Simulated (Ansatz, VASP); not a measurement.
One calculation of Al, two programs

```xyz
2
Lattice="2.6594 0.0000 0.0000 -1.3297 2.3031 0.0000 0.0000 0.0000 4.3081" Properties=species:S:1:pos:R:3 pbc="T T T"
Al    0.0000    1.5354    1.0770
Al    1.3297    0.7677    3.2311
```

Alike in both runs: task relaxation of cell and atoms; functional PBE; k mesh 18 × 18 × 10; occupations fermi-dirac, width 0.03 eV; no spin polarisation.

|  | VASP | Ansatz |
| --- | --- | --- |
| version | VASP 6.6.1 | Ansatz 0.2.0 |
| potentials or method | VASP PAW PBE potentials, release 64 (Al) | PAW with Ansatz's default frozen-core files, scalar-relativistic |
| plane-wave cutoff (eV) | 600 | 420 |
| valence electrons in the cell | 6 | 6 |

Ansatz gave:

| Property | Result |
| --- | --- |
| relaxed volume (Å³/atom) | 16.64 |
| relaxed cell length with the largest relative difference (Å) | 4.659 |

Task: What did VASP give for the same quantities?

Result: Relaxed volume (Å³/atom): 16.63; relaxed cell length with the largest relative difference (Å): 4.660.

Noted on VASP's run: the volume moved by over 15 % at a fixed basis, so the end points are rough.
